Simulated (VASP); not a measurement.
Set up this calculation in VASP 6.6.1, as the native input.

| Item | Value |
| --- | --- |
| Task | relaxation of cell and atoms |
| Functional | PBE |
| Potentials or basis | VASP PAW PBE potentials, release 64 (Mn_pv, Ir, O) |
| Cutoff | 600 eV |
| k mesh | 8 × 8 × 8 |
| Occupations | gaussian, width 0.1 eV |
| Spin | collinear spin, ferrimagnetic start |
| Starting moments | [-2.5, 1.56, 1.56, 1.56, 0.21, 0.21, 0.21, 0.21, 0.21, 0.21] μB |
| Dipole correction | no |
| Further INCAR settings | ALGO = Normal; EDIFF = 1e-06; IBRION = 2; EDIFFG = -0.01; NSW = 100; ISIF = 3 |

The structure of MnIr3O6 lies in POSCAR:

```
MnIr3O6
1.0
    0.0000000000      3.8332305602      3.8332305602
    3.8332305602      0.0000000000      3.8332305602
    3.8332305602      3.8332305602      0.0000000000
Mn Ir O
1 3 6
Direct
    0.5000000000      0.5000000000      0.5000000000
    0.2500000000      0.2500000000      0.2500000000
    0.7500000000      0.7500000000      0.7500000000
    0.0000000000      0.0000000000      0.0000000000
    0.7451727419      0.2548272581      0.2548272581
    0.2548272581      0.7451727419      0.2548272581
    0.2548272581      0.7451727419      0.7451727419
    0.7451727419      0.2548272581      0.7451727419
    0.2548272581      0.2548272581      0.7451727419
    0.7451727419      0.7451727419      0.2548272581
```

The cell was generated, and may not be a known phase.

These files were run (other wordings do the same):

INCAR

```
SYSTEM = MnIr3O6
  ALGO = Normal
  EDIFF = 1E-6
  EDIFFG = -0.01
  ENCUT = 600
  GGA = PE
  IBRION = 2
  ISIF = 3
  ISMEAR = 0
  ISPIN = 2
  LASPH = .True.
  LCHARG = .False.
  LMAXMIX = 4
  LORBIT = 11
  LREAL = .False.
  LUSENCCL = .False.
  LWAVE = .False.
  MAGMOM = -2.5 1.56 1.56 1.56 0.21 0.21 0.21 0.21 0.21 0.21
  NELM = 150
  NSW = 100
  PREC = Accurate
  SIGMA = 0.1
```

KPOINTS

```
k-points
0
Gamma
  8 8 8
  0 0 0
```

Potentials or basis: VASP PAW PBE potentials, release 64 (Mn_pv, Ir, O).

Run with:

```bash
$ cat potpaw_PBE.64/Mn_pv/POTCAR potpaw_PBE.64/Ir/POTCAR potpaw_PBE.64/O/POTCAR > POTCAR
$ mpirun -np 1 vasp_std > vasp.out
```

It gave:

```json
{
 "Relaxed volume": "11.34 Å³/atom",
 "Relaxed cell": "a = 5.433 Å, b = 5.433 Å, c = 5.433 Å, α = 60.00°, β = 60.00°, γ = 60.00°",
 "Space group after relaxing (to 0.1 Å)": "Fm-3m (No. 225)",
 "Energy gained by relaxing": "0.3 meV/atom",
 "Ionic steps": "6",
 "Pressure after relaxing": "0.0 GPa",
 "Net moment": "2.74 μB per cell",
 "Site moments": "Mn -2.66; Ir +2.15, +0.04 (each value once); O +0.16 μB",
 "Valence electrons inside the program's atomic spheres": "Mn 11.70; Ir 7.34, 8.41 (each value once); O 4.95"
}
```

Caveat: a cell with one magnetic atom can't hold antiferromagnetic order, which such compounds often take.

It took 22 min on 1 × NVIDIA H100 80GB with 1 thread of AMD EPYC 7R13 Processor (Zen 3) (shared host), peak memory 1.6 GiB.
